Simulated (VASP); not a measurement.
A run of VASP 6.6.1:

The input POSCAR:

```
HgTe
1.0
    0.0000000000      3.1370217585      3.1370217585
    3.1370217585      0.0000000000      3.1370217585
    3.1370217585      3.1370217585      0.0000000000
Hg Te
1 1
Direct
    0.0000000000      0.0000000000      0.0000000000
    0.5000000000      0.5000000000      0.5000000000
```

INCAR.step1

```
  PREC = Accurate
  ENCUT = 450
  EDIFF = 1E-5
  ISMEAR = -1
  SIGMA = 0.05
  LREAL = F
  LASPH = T
  NELM = 300
  ALGO = All
  ISIF = 2
  LWAVE = T
  NBANDS = 16
  GGA = PE
  GGA_COMPAT = F
  ISEARCH = 1
  KPAR = 4
```

INCAR.step2

```
  PREC = Accurate
  ENCUT = 450
  EDIFF = 1E-6
  ISMEAR = -1
  SIGMA = 0.05
  LREAL = F
  LASPH = T
  NELM = 300
  ALGO = All
  ISIF = 2
  LWAVE = F
  LCHARG = T
  GGA = PE
  LHFCALC = T
  AEXX = 0.25
  PRECFOCK = Normal
  LVHAR = T
  NBANDS = 16
  ISTART = 1
  GGA_COMPAT = F
  ISEARCH = 1
  KPAR = 4
```

KPOINTS

```
Automatic mesh
0
Gamma
  4 4 4
```

Potentials or basis: VASP PAW PBE potentials, release 64 (Hg, Te).

Run with:

```sh
$ cat potpaw_PBE.64/Hg/POTCAR potpaw_PBE.64/Te/POTCAR > POTCAR
$ cp INCAR.step1 INCAR
$ mpirun -np 4 vasp_std > vasp.out
$ cp INCAR.step2 INCAR
$ mpirun -np 4 vasp_std > vasp.out
```

Hardware: 4 MPI ranks on Intel(R) Xeon(R) Platinum 8259CL CPU @ 2.50GHz (Skylake/Cascade Lake), with other jobs on the host.

How long does it take, and how much memory?

Wall time 4.9 min on 4 MPI ranks on Intel(R) Xeon(R) Platinum 8259CL CPU @ 2.50GHz (Skylake/Cascade Lake), on a shared host, peak memory 0.19 GiB a rank. Counts: k points 8.
